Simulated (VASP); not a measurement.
A run of VASP 6.6.1 is set up as follows.

File INCAR:

```
  PREC = Accurate
  ENCUT = 520
  EDIFF = 1E-6
  ISMEAR = -1
  SIGMA = 0.02
  LREAL = False
  LASPH = True
  NELM = 80
  ALGO = Normal
  ISIF = 2
  LWAVE = False
  LCHARG = True
  GGA = PS
  LELF = True
  LVHAR = True
  NBANDS = 16
```

File KPOINTS:

```
Automatic mesh
0
Gamma
  6 6 6
```

The input POSCAR:

```
InSb
1.0
    0.0000000000      3.2612681727      3.2612681727
    3.2612681727      0.0000000000      3.2612681727
    3.2612681727      3.2612681727      0.0000000000
In Sb
1 1
Direct
    0.0000000000      0.0000000000      0.0000000000
    0.2500000000      0.2500000000      0.2500000000
```

Potentials or basis: VASP PAW PBE potentials, release 64 (In_d, Sb).

Command:

```bash
$ cat potpaw_PBE.64/In_d/POTCAR potpaw_PBE.64/Sb/POTCAR > POTCAR
$ mpirun -np 1 vasp_std > vasp.out
```

Task: Estimate the band gap on the k mesh.

Result: Zero (filled and empty bands touch).

Task: Predict the pressure.

Result: 0.0 GPa.

Caveat: semilocal functionals underestimate gaps, and a narrow one can read as zero; the PAW data sets were made with another functional, which shifts forces and pressure a little; spin-orbit coupling is left out, which moves the levels of the heavy elements.

**Experimental background.**

“Electronic Structure and Epitaxy of CdTe Shells on InSb Nanowires”, 2021, arxiv:2111.05126 quotes, for a bulk crystal of InSb: band gap 0.24 eV.

Measured gap of InSb: 0.24 eV (quoted in “Electronic Structure and Epitaxy of CdTe Shells on InSb Nanowires”, 2021, arxiv:2111.05126). This calculation gives 0.00 eV (-0.24 eV). Spin-orbit coupling on In, Sb is left out. The value is that of PBEsol on a finite k mesh, which can miss the band edges, without temperature or zero-point motion. Semilocal functionals fall short of measured gaps as a rule.
